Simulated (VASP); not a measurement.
# Cu6H: single point with PBE

The system is Cu6H, a slab with vacuum.

```
Cu H
1.0
     5.13324    0.00000    0.00000
     0.00000    5.13324    0.00000
     0.00000    0.00000   21.52891
Cu H
12 2
Direct
  0.25000 0.25000 0.18580
  0.25000 0.75000 0.18580
  0.75000 0.25000 0.18580
  0.75000 0.75000 0.18580
  0.00000 0.00000 0.26776
  0.00000 0.50000 0.26776
  0.50000 0.00000 0.26776
  0.50000 0.50000 0.26776
  0.25000 0.25000 0.34971
  0.25000 0.75000 0.34971
  0.75000 0.25000 0.34971
  0.75000 0.75000 0.34971
  0.13497 0.00000 0.38548
  0.36503 0.00000 0.38548
```

* Program: VASP 6.6.1
* Task: single point
* Functional: PBE
* Potentials or basis: VASP PAW PBE potentials, release 64 (Cu, H)
* Cutoff: 520 eV
* k mesh: 5 × 5 × 1
* Occupations: gaussian, width 0.1 eV
* Spin: no spin polarisation
* Dipole correction: yes
* Further INCAR settings: ALGO = Fast; EDIFF = 1e-07; NBANDS = 80

```
Largest force          : 1.162 eV/Å
Band gap on the k mesh : zero (bands 67 and 68 overlap by 0.52 eV)
```

Forces in eV/Å, atoms in the order of the input:
```
Cu   0.000 -0.028  0.021
Cu   0.000  0.028  0.021
Cu   0.000  0.001 -0.017
Cu   0.000 -0.001 -0.017
Cu  -0.203  0.000 -0.481
Cu   0.137  0.000  0.001
Cu   0.203  0.000 -0.481
Cu  -0.137  0.000  0.001
Cu   0.000  0.976 -0.256
Cu   0.000 -0.976 -0.256
Cu   0.000  0.120  0.050
Cu   0.000 -0.120  0.050
H   -0.941  0.000  0.681
H    0.941  0.000  0.681
```

Levels at points of the mesh, in eV from the Fermi level:
```tsv
k point	band 65	band 66	band 67	band 68	band 69	band 70
(0.00, 0.00, 0.00)	-0.79	-0.39	-0.39	-0.11	-0.11	0.66
```

Wall time 18 min on 1 thread of Oxide Virtual Turin-like Processor, on a shared host, peak memory 0.68 GiB.
